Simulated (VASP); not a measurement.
# MgI2: electric field gradients with PBEsol

The system is MgI2.

```xyz
3
Lattice="4.0689 0.0000 0.0000 -2.0345 3.5238 0.0000 0.0000 0.0000 6.7219" Properties=species:S:1:pos:R:3 pbc="T T T"
Mg    0.0000    0.0000    0.0000
I     0.0000    2.3492    5.0927
I     2.0345    1.1746    1.6292
```

This cell differs from its parent crystal: volume scaled by 0.94.

```
Program                : VASP 6.6.1
Task                   : electric field gradients
Functional             : PBEsol
Potentials or basis    : VASP PAW PBE potentials, release 64 (Mg, I)
Cutoff                 : 520 eV
k mesh                 : 7 × 7 × 4
Occupations            : fermi-dirac, width 0.03 eV
Spin                   : no spin polarisation
Dipole correction      : no
Further INCAR settings : ALGO = Normal; EDIFF = 1e-08; NBANDS = 15
```

```yaml
Pressure: 1.9 GPa
Largest_force: 0.285 eV/Å
Band_gap_on_the_k_mesh: 3.48 eV, indirect (least direct gap 3.83 eV)
```

Forces on the atoms (eV/Å):
```
Mg   0.000  0.000  0.000
I    0.000  0.000 -0.285
I    0.000  0.000  0.285
```

Stress tensor (GPa, compression positive):
```
1.81 0.00 0.00
0.00 1.81 0.00
0.00 0.00 2.12
```

Levels at points of the mesh, in eV from the valence-band top:
```
           k point  band 5  band 6  band 7  band 8  band 9  band 10  band 11  band 12
(0.00, 0.00, 0.00)   -0.54   -0.10   -0.10    0.00    3.83     4.62     6.67     6.67
(0.00, 0.00, 0.50)   -0.43   -0.43   -0.22   -0.22    4.76     4.80     6.47     6.47
```

Electric field gradients, principal values (V/Å²):
| atom | least | middle | greatest (by size) |
| --- | --- | --- | --- |
| 1 Mg | -0.105 | -0.105 | 0.209 |
| 2 I | 24.426 | 24.427 | -48.853 |
| 3 I | 24.426 | 24.427 | -48.853 |

Wall time 20 s on 1 thread of Intel(R) Xeon(R) 6975P-C (Granite Rapids), with other jobs on the host, peak memory 0.21 GiB.

Caveat: without QUAD_EFG the Cq values of the log hold for a quadrupole moment of 1 mb, not for the nuclei; the PAW data sets were made with another functional, which shifts forces and pressure a little; spin-orbit coupling is left out, which moves the levels of the heavy elements; this functional lacks dispersion, which binds the layers, so the pressure and a relaxed spacing across them are unreliable. A k mesh can miss the band edges.
